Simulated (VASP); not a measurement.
# Pt12C in VASP: notebook

Runs on Pt12C. Level: PBE. Tasks: single point.

Program: VASP 6.6.1. These are calculated values, not measurements. Logs are shortened: lines on timing, memory, paths and dates and some standing lists are left out, and cuts for length are marked.

## (1) The cell of the first run

The cell holds a slab with vacuum, 13 atoms: a = 5.614 Å, b = 5.614 Å, c = 19.351 Å, α = 90.00°, β = 90.00°, γ = 90.00°.

## (2) Single point, PBE

INCAR reads:

```
SYSTEM = Pt12C
PREC     = Accurate       ! precision mode
ENCUT    = 520            ! plane-wave cutoff, eV
EDIFF    = 1E-6           ! SCF threshold, eV
ISMEAR   = 0              ! smearing method
SIGMA    = 0.1            ! smearing width, eV
LREAL    = .FALSE.        ! projectors in reciprocal space
LASPH    = .TRUE.         ! aspherical terms in the spheres
NELM     = 120            ! most SCF steps
ALGO     = Normal         ! electronic algorithm
ISIF     = 2              ! what is computed and relaxed
LWAVE    = .FALSE.        ! write WAVECAR
LCHARG   = .FALSE.        ! write CHGCAR
LDIPOL   = .TRUE.       
IDIPOL   = 3            
DIPOL    = 0.5 0.5 0.319
GGA      = PE             ! functional
NBANDS   = 74             ! bands
GGA_COMPAT= .FALSE.      
NELMDL   = -8
```

KPOINTS reads:

```
Automatic mesh
0
G
  5 5 1
  0 0 0
```

POSCAR reads:

```
Pt12C
1.0
    5.6143281343      0.0000000000      0.0000000000
    0.0000000000      5.6143281343      0.0000000000
    0.0000000000      0.0000000000     19.3513792319
Pt C
12 1
Direct
    0.2500000000      0.2500000000      0.2067036128
    0.2500000000      0.7500000000      0.2067036128
    0.7500000000      0.2500000000      0.2067036128
    0.7500000000      0.7500000000      0.2067036128
    0.0000000000      0.0000000000      0.3062504947
    0.0000000000      0.5000000000      0.3062504947
    0.5000000000      0.0000000000      0.3062504947
    0.5000000000      0.5000000000      0.3062504947
    0.2500000000      0.2500000000      0.4057271132
    0.2500000000      0.7500000000      0.4057271132
    0.7500000000      0.2500000000      0.4057271132
    0.7500000000      0.7500000000      0.4057271132
    0.4166666667      0.4166666667      0.4661715722
```

Potentials or basis: VASP PAW PBE potentials, release 64 (Pt, C).

On the command line:

```console
$ cat potpaw_PBE.64/Pt/POTCAR potpaw_PBE.64/C/POTCAR > POTCAR
$ mpirun -np 1 vasp_std > vasp.out
```

OUTCAR:

```text
SYSTEM = Pt12C
   PREC = Accurate
   ENCUT = 520
   EDIFF = 1E-6
   ISMEAR = 0
   LREAL = .FALSE.
   LASPH = .TRUE.
   NELM = 120
   ISIF = 2
   GGA = PE
   NELMDL = -8

 ion  position               nearest neighbor table
   1  0.250  0.250  0.207-   5 2.77   6 2.77   7 2.77   8 2.77   2 2.81   3 2.81   2 2.81   3 2.81

   2  0.250  0.750  0.207-   5 2.77   6 2.77   7 2.77   8 2.77   1 2.81   4 2.81   1 2.81   4 2.81

   3  0.750  0.250  0.207-   5 2.77   6 2.77   7 2.77   8 2.77   1 2.81   4 2.81   4 2.81   1 2.81
[... 4 lines left out ...]
                             6 2.81   7 2.81   6 2.81   7 2.81
   6  0.000  0.500  0.306-   9 2.77  10 2.77  11 2.77  12 2.77   1 2.77   2 2.77   3 2.77   4 2.77
                             5 2.81   8 2.81   5 2.81   8 2.81
   7  0.500  0.000  0.306-   9 2.77  10 2.77  11 2.77  12 2.77   1 2.77   2 2.77   3 2.77   4 2.77
                             5 2.81   8 2.81   8 2.81   5 2.81
   8  0.500  0.500  0.306-   9 2.77  10 2.77  11 2.77  12 2.77   1 2.77   2 2.77   3 2.77   4 2.77
                             6 2.81   7 2.81   7 2.81   6 2.81
   9  0.250  0.250  0.406-  13 1.77   6 2.77   7 2.77   8 2.77   5 2.77  11 2.81  10 2.81  10 2.81
                            11 2.81
  10  0.250  0.750  0.406-  13 2.40   6 2.77   7 2.77   8 2.77   5 2.77  12 2.81   9 2.81   9 2.81
                            12 2.81
  11  0.750  0.250  0.406-  13 2.40   6 2.77   7 2.77   8 2.77   5 2.77  12 2.81   9 2.81  12 2.81
                             9 2.81
  12  0.750  0.750  0.406-   5 2.77   6 2.77   7 2.77   8 2.77  10 2.81  11 2.81  11 2.81  10 2.81

  13  0.417  0.417  0.466-   9 1.77  10 2.40  11 2.40

  LATTYP: Found a simple tetragonal cell.
 ALAT       =     5.6143281343
 C/A-ratio  =     3.4467845072

  Lattice vectors:

 A1 = (   5.6143281343,   0.0000000000,   0.0000000000)
 A2 = (   0.0000000000,   5.6143281343,   0.0000000000)
 A3 = (   0.0000000000,   0.0000000000,  19.3513792319)

Analysis of symmetry for initial positions (statically):
=====================================================================
 Subroutine PRICEL returns:
 Original cell was already a primitive cell.

 Routine SETGRP: Setting up the symmetry group for a
 simple tetragonal supercell.

 Subroutine GETGRP returns: Found  2 space group operations
 (whereof  2 operations were pure point group operations)
 out of a pool of 16 trial point group operations.

The static configuration has the point symmetry C_1h.

Analysis of symmetry for dynamics (positions and initial velocities):
=====================================================================
 Subroutine PRICEL returns:
 Original cell was already a primitive cell.

 Routine SETGRP: Setting up the symmetry group for a
 simple tetragonal supercell.

 Subroutine GETGRP returns: Found  2 space group operations
 (whereof  2 operations were pure point group operations)
 out of a pool of 16 trial point group operations.

The dynamic configuration has the point symmetry C_1h.

 Subroutine INISYM returns: Found  2 space group operations
 (whereof  2 operations are pure point group operations),
 and found     1 'primitive' translations

----------------------------------------------------------------------------------------

                                     Primitive cell

  volume of cell :     609.9686

  direct lattice vectors                    reciprocal lattice vectors
     5.614328134  0.000000000  0.000000000     0.178115703  0.000000000  0.000000000
     0.000000000  5.614328134  0.000000000     0.000000000  0.178115703  0.000000000
     0.000000000  0.000000000 19.351379232     0.000000000  0.000000000  0.051675903

  length of vectors
     5.614328134  5.614328134 19.351379232     0.178115703  0.178115703  0.051675903

  position of ions in fractional coordinates (direct lattice)
     0.250000000  0.250000000  0.206703613
     0.250000000  0.750000000  0.206703613
     0.750000000  0.250000000  0.206703613
     0.750000000  0.750000000  0.206703613
     0.000000000  0.000000000  0.306250495
     0.000000000  0.500000000  0.306250495
     0.500000000  0.000000000  0.306250495
     0.500000000  0.500000000  0.306250495
     0.250000000  0.250000000  0.405727113
     0.250000000  0.750000000  0.405727113
     0.750000000  0.250000000  0.405727113
     0.750000000  0.750000000  0.405727113
     0.416666667  0.416666667  0.466171572

[... 36 lines left out ...]

 Subroutine IBZKPT returns following result:
 ===========================================

 Found      9 irreducible k-points:

 Following reciprocal coordinates:
            Coordinates               Weight
  0.000000  0.000000  0.000000      1.000000
  0.200000  0.000000  0.000000      4.000000
  0.400000  0.000000  0.000000      4.000000
  0.200000  0.200000  0.000000      2.000000
 -0.200000  0.200000  0.000000      2.000000
  0.400000  0.200000  0.000000      4.000000
 -0.200000  0.400000  0.000000      4.000000
  0.400000  0.400000  0.000000      2.000000
 -0.400000  0.400000  0.000000      2.000000
   k-points           NKPTS =      9   k-points in BZ     NKDIM =      9   number of bands    NBANDS=     74
   number of dos      NEDOS =    301   number of ions     NIONS =     13
   total plane-waves  NPLWV = 254016
   dimension x,y,z NGX =    42 NGY =   42 NGZ =  144
   dimension x,y,z NGXF=    84 NGYF=   84 NGZF=  288
   ions per type =              12   1
   NGX,Y,Z   is equivalent  to a cutoff of  12.44, 12.44, 12.37 a.u.
   NGXF,Y,Z  is equivalent  to a cutoff of  24.87, 24.87, 24.74 a.u.
 SYSTEM =  Pt12C
   PREC   = accura    normal or accurate (medium, high low for compatibility)
   ISTART =      0    job   : 0-new  1-cont  2-samecut
   ICHARG =      2    charge: 1-file 2-atom 10-const
   ISPIN  =      1    spin polarized calculation?
   LNONCOLLINEAR =      F non collinear calculations
   LSORBIT =      F    spin-orbit coupling
   LASPH  =      T    aspherical Exc in radial PAW
   ENCUT  =  520.0 eV  38.22 Ry    6.18 a.u.  10.44 10.44 35.98*2*pi/ulx,y,z
   NELM   =    120;   NELMIN=  2; NELMDL= -8     # of ELM steps
   EDIFF  = 0.1E-05   stopping-criterion for ELM
   LREAL  =      F    real-space projection
   EDIFFG = 0.1E-04   stopping-criterion for IOM
   NSW    =      0    number of steps for IOM
   IBRION =     -1    ionic relax: 0-MD 1-quasi-New 2-CG
   NFREE  =      0    steps in history (QN), initial steepest desc. (CG)
   ISIF   =      2    stress and relaxation
   ISYM   =      2    0-nonsym 1-usesym 2-fastsym
   POTIM  = 0.5000    time-step for ionic-motion
   TEBEG  =    0.0;   TEEND  =   0.0 temperature during run
   PSTRESS=    0.0 pullay stress
   NELECT =     124.0000    total number of electrons
   NUPDOWN=      -1.0000    fix difference up-down
   EMIN   =  10.00;   EMAX   =-10.00  energy-range for DOS
   EFERMI =   0.00;   METHOD = LEGACY
   ISMEAR =     0;   SIGMA  =   0.10  broadening in eV -4-tet -1-fermi 0-gaus
   EFERMI_NEDOS =   21; number of points for ismear=-14 and -15
   IALGO  =     38    algorithm
   IMIX   =      4    mixing-type and parameters
     AMIX     =   0.40;   BMIX     =  1.00
     AMIX_MAG =   1.60;   BMIX_MAG =  1.00
  volume/ion in A,a.u.               =      46.92       316.64
  Fermi-wavevector in a.u.,A,eV,Ry     =   0.962601  1.819052 12.607163  0.926600
  Thomas-Fermi vector in A             =   2.092074
   LORBIT       =      0    0 simple, 1 ext, 2 COOP (PROOUT), +10 PAW based schemes
   GGA     = PE    functional components
   LHFCALC =     F    Hartree Fock is set to
   AEXX    =    0.0000 exact exchange contribution
   IVDW    =     0    specifies the selected vdW correction
   LEPSILON=     F    determine dielectric tensor
   LRPA    =     F    only Hartree local field effects (RPA)
 non-spin polarized calculation
 Gauss-broadening in eV      SIGMA  =   0.10
  energy-cutoff  :      520.00
  volume of cell :      609.97
 maximum number of plane-waves:     16469
 NGX is ok and might be reduce to    42
   NGX = 21   NGY = 21   NGZ = 71

 dipolmoment           0.000000      0.000000     -0.235559 electrons x Angstroem

 number of electron     124.0000010 magnetization

 dipolmoment           0.000000      0.000000      0.025783 electrons x Angstroem

 Free energy of the ion-electron system (eV)
  ---------------------------------------------------
  ext. energy  EPLUGINS =         0.00000000
  ---------------------------------------------------
  free energy    TOTEN  =       -73.12136164 eV

  energy without entropy =      -72.98457215  energy(sigma->0) =      -73.05296689

 E-fermi :  -0.5818     XC(G=0):  -5.1584

 val. band max:       -0.5851491261   @ k =  -0.2000   0.2000   0.0000
 cond. band min:      -0.5772136003   @ k =   0.4000   0.2000   0.0000
 fundamental gap:      0.0079355257
 Fermi energy:        -0.5817556200

 k-point     1 :       0.0000    0.0000    0.0000
  band No.  band energies     occupation
      1     -12.1689      2.00000
      2      -9.2768      2.00000
      3      -7.3733      2.00000
      4      -7.3537      2.00000
      5      -7.0590      2.00000
      6      -6.9937      2.00000
[... 682 lines left out ...]
     73       3.0133      0.00000
     74       3.5179      0.00000

------------------------ aborting loop because EDIFF is reached ----------------------------------------

 vacuum level on the upper side and lower side of the slab       (xc-potential included)        -0.076        -0.213

  FORCE on cell =-STRESS in cart. coord.  units (eV):
  Direction    XX          YY          ZZ          XY          YZ          ZX
  --------------------------------------------------------------------------------------
  -------------------------------------------------------------------------------------
  Total      -10.1704939    -10.1704939      4.7773715      3.1485144      2.5024322      2.5024322
  in kB      -26.7143811    -26.7143811     12.5485078      8.2700620      6.5730267      6.5730267
  external PRESSURE =     -13.6267514 kB  Pullay stress =       0.0000000 kB

 VOLUME and BASIS-vectors are now :
 -----------------------------------------------------------------------------
  energy-cutoff  :      520.00
  volume of cell :      609.97
      direct lattice vectors                 reciprocal lattice vectors
     5.614328134  0.000000000  0.000000000     0.178115703  0.000000000  0.000000000
     0.000000000  5.614328134  0.000000000     0.000000000  0.178115703  0.000000000
     0.000000000  0.000000000 19.351379232     0.000000000  0.000000000  0.051675903

 POSITION                                       TOTAL-FORCE (eV/Angst)
 -----------------------------------------------------------------------------------
      1.40358      1.40358      4.00000         0.007193      0.007193      0.071141
      1.40358      4.21075      4.00000        -0.009831      0.025281     -0.021578
      4.21075      1.40358      4.00000         0.025281     -0.009831     -0.021578
      4.21075      4.21075      4.00000        -0.128627     -0.128627     -0.337330
      0.00000      0.00000      5.92637        -0.070653     -0.070653     -0.064438
      0.00000      2.80716      5.92637        -0.187831     -0.007204     -0.451164
      2.80716      0.00000      5.92637        -0.007204     -0.187831     -0.451164
      2.80716      2.80716      5.92637         0.213665      0.213665     -0.877375
      1.40358      1.40358      7.85138        -1.617000     -1.617000     -0.126541
      1.40358      4.21075      7.85138         0.389676     -0.256029      0.962100
      4.21075      1.40358      7.85138        -0.256029      0.389676      0.962100
      4.21075      4.21075      7.85138        -0.062993     -0.062993      0.178501
      2.33930      2.33930      9.02106         1.704353      1.704353      0.177328
 -----------------------------------------------------------------------------------
    total drift:                                0.000168      0.000168      0.000057

  FREE ENERGIE OF THE ION-ELECTRON SYSTEM (eV)
  ---------------------------------------------------
  free  energy   TOTEN  =       -73.1213616403 eV

  energy  without entropy=      -72.9845721461  energy(sigma->0) =      -73.05296689

 vacuum level on the upper side and lower side of the slab         5.122         4.984
```

Wall time 17 min (1 thread of Intel Xeon Platinum 8559C (Emerald Rapids), shared host); peak memory 0.7 GiB.

Results:

```
Free energy            : -73.1214 eV
Largest force          : 2.417 eV/Å
Band gap on the k mesh : zero (bands 62 and 63 overlap by 0.49 eV)
```

Forces in eV/Å, atoms in the order of the input:
```
Pt   0.007  0.007  0.071
Pt  -0.010  0.025 -0.022
Pt   0.025 -0.010 -0.022
Pt  -0.129 -0.129 -0.337
Pt  -0.071 -0.071 -0.064
Pt  -0.188 -0.007 -0.451
Pt  -0.007 -0.188 -0.451
Pt   0.214  0.214 -0.877
Pt  -1.617 -1.617 -0.127
Pt   0.390 -0.256  0.962
Pt  -0.256  0.390  0.962
Pt  -0.063 -0.063  0.179
C    1.704  1.704  0.177
```

Caveat: spin-orbit coupling is left out, which moves the levels of the heavy elements.

## (3) Single point, PBE

INCAR reads:

```
SYSTEM = Pt12C
PREC = Accurate
ENCUT = 520
EDIFF = 1E-6
ISMEAR = 0
SIGMA = 0.1
LREAL = .False.
LASPH = .True.
NELM = 120
ALGO = Normal
ISIF = 2
LWAVE = .False.
LCHARG = .False.
LDIPOL = .True.
IDIPOL = 3
DIPOL = 0.5 0.5 0.320
GGA = PE
NBANDS = 74
GGA_COMPAT = .False.
NELMDL = -8
```

KPOINTS reads:

```
Automatic mesh
0
Gamma
  5 5 1
  0 0 0
```

POSCAR: that of step 2 with these lines changed.

```diff
@@ -20,2 +20,2 @@
     0.7500000000      0.7500000000      0.4057271132
-    0.4166666667      0.4166666667      0.4661715722
+    0.3333333333      0.3333333333      0.4893364760
```

Potentials or basis: VASP PAW PBE potentials, release 64 (Pt, C).

On the command line:

```console
$ cat potpaw_PBE.64/Pt/POTCAR potpaw_PBE.64/C/POTCAR > POTCAR
$ mpirun -np 1 vasp_std > vasp.out
```

It took 13 min on 1 thread of Intel Xeon 6975P-C (Granite Rapids), shared host; peak memory 0.72 GiB.

It converged, with:

```yaml
Free_energy: -72.3350 eV
Largest_force: 0.868 eV/Å
Band_gap_on_the_k_mesh: zero (bands 62 and 63 overlap by 0.34 eV)
```

Forces on the atoms (eV/Å):
```
Pt   0.010  0.010  0.029
Pt  -0.032  0.033  0.023
Pt   0.033 -0.032  0.023
Pt  -0.090 -0.090 -0.434
Pt  -0.021 -0.021 -0.124
Pt  -0.087  0.025 -0.222
Pt   0.025 -0.087 -0.222
Pt   0.130  0.130 -0.414
Pt  -0.418 -0.418  0.635
Pt  -0.035  0.141  0.180
Pt   0.141 -0.035  0.180
Pt  -0.029 -0.029  0.098
C    0.374  0.374  0.246
```

Levels at points of the mesh, in eV from the Fermi level:
```
           k point  band 58  band 59  band 60  band 61  band 62  band 63  band 64  band 65
(0.00, 0.00, 0.00)     0.04     0.05     0.08     0.11     0.21     0.24     0.34     0.55
```

Caveat: spin-orbit coupling is left out, which moves the levels of the heavy elements.

The gap in the log of VASP goes by the Fermi energy; the results here count the filled bands.